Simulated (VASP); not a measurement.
Runs of VASP 6.6.1 on Ta. The cell holds a sheet with vacuum, 2 atoms: a = 2.719 Å, b = 2.719 Å, c = 28.487 Å, α = 90.00°, β = 90.00°, γ = 90.00°. 

| level | potentials or basis | dipole correction | gap on the mesh (eV) | largest force (eV/Å) |
| --- | --- | --- | --- | --- |
| PBE | VASP PAW PBE potentials, release 64 (Ta_pv) | yes | none | 0.07 |
| PBE | VASP PAW PBE potentials, release 64 (Ta_pv) | no | none | 0.07 |
| LDA | VASP PAW LDA potentials, release 64 (Ta_pv) | yes | none | 0.59 |
| PBEsol | VASP PAW PBE potentials, release 64 (Ta_pv) | yes | none | (a) |

Alike in all rows: task single point; no spin polarisation; cell as given; k mesh 10 × 10 × 1; cutoff (eV) 520; smearing fermi-dirac 0.05 eV.

Problem. Estimate the missing entries.

Solution. (a) 0.41.

Caveats: spin-orbit coupling is left out, which moves the levels of the heavy elements; the PAW data sets were made with another functional, which shifts forces and pressure a little (some runs).

A k mesh can miss the band edges, and the runs leave out spin-orbit coupling on Ta.

A gap of «none» marks levels without a gap at the run's occupations.
